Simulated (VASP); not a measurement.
Runs of VASP 6.6.1 on Yb3InC. It takes space group Pm-3m (No. 221, cubic). The conventional cell has a = 5.063 Å, b = 5.063 Å, c = 5.063 Å, α = 90.00°, β = 90.00°, γ = 90.00°. Within 3.3 Å of Yb (site symmetry 4/mmm) lie 2 C at 2.53 Å. In (site symmetry m-3m) has 12 Yb at 3.58 Å and 8 C at 4.38 Å within 4.7 Å. C (site symmetry m-3m) has 6 Yb at 2.53 Å within 3.3 Å. 

| smearing | gap on the mesh (eV) | pressure (GPa) |
| --- | --- | --- |
| gaussian 0.1 eV | none | (a) |
| gaussian 0.025 eV | none | -4.5 |
| gaussian 0.05 eV | none | -4.0 |
| gaussian 0.15 eV | none | -3.9 |

Alike in all rows: task single point; level PBE; potentials or basis VASP PAW PBE potentials, release 64 (Yb, In_d, C); no spin polarisation; cell as given; k mesh 5 × 5 × 5; cutoff (eV) 520.

Question: Fill in the values left out.

Answer: (a) -3.7.

Caveats: spin-orbit coupling is left out, which moves the levels of the heavy elements; without U or exact exchange the open f shell lies at the Fermi level, which spoils levels, moments and volumes.

A k mesh can miss the band edges, and the runs leave out spin-orbit coupling on In, Yb.

A gap of «none» marks levels without a gap at the run's occupations.
